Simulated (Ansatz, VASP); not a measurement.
**Hf: VASP beside Ansatz**

```
CELL_PARAMETERS angstrom
0.00000 2.22000 2.22000
2.22000 0.00000 2.22000
2.22000 2.22000 0.00000
ATOMIC_POSITIONS crystal
Hf 0.00000 0.00000 0.00000
```

Alike in both runs: task relaxation of cell and atoms; functional PBE; k mesh 10 × 10 × 10; occupations fermi-dirac, width 0.05 eV; no spin polarisation.

|  | VASP | Ansatz |
| --- | --- | --- |
| version | VASP 6.6.1 | Ansatz 0.2.0 |
| potentials or method | VASP PAW PBE potentials, release 64 (Hf_pv) | Ansatz PAW |
| plane-wave cutoff (eV) | 600 | 420 |
| valence electrons in the cell | 10 | 26 |

```tsv
	VASP	Ansatz	Ansatz less VASP
gap on the k mesh at the Fermi level, each at its own relaxed structure (eV)	none	none	-
relaxed volume (Å³/atom)	22.44	22.52	+0.072
relaxed cell length with the largest relative difference (Å)	3.166	3.170	+0.0034
```

A gap of «none» marks a metal or a gap that the smearing closes. VASP's potentials hold 10 valence electrons a cell and Ansatz's 26, so a difference there can come from the potentials and not from the codes.

Neither program's run includes spin-orbit coupling. Noted on Ansatz's run: the plane-wave basis is chosen anew once the cell has moved, so the energies of steps on either side of that aren't comparable.
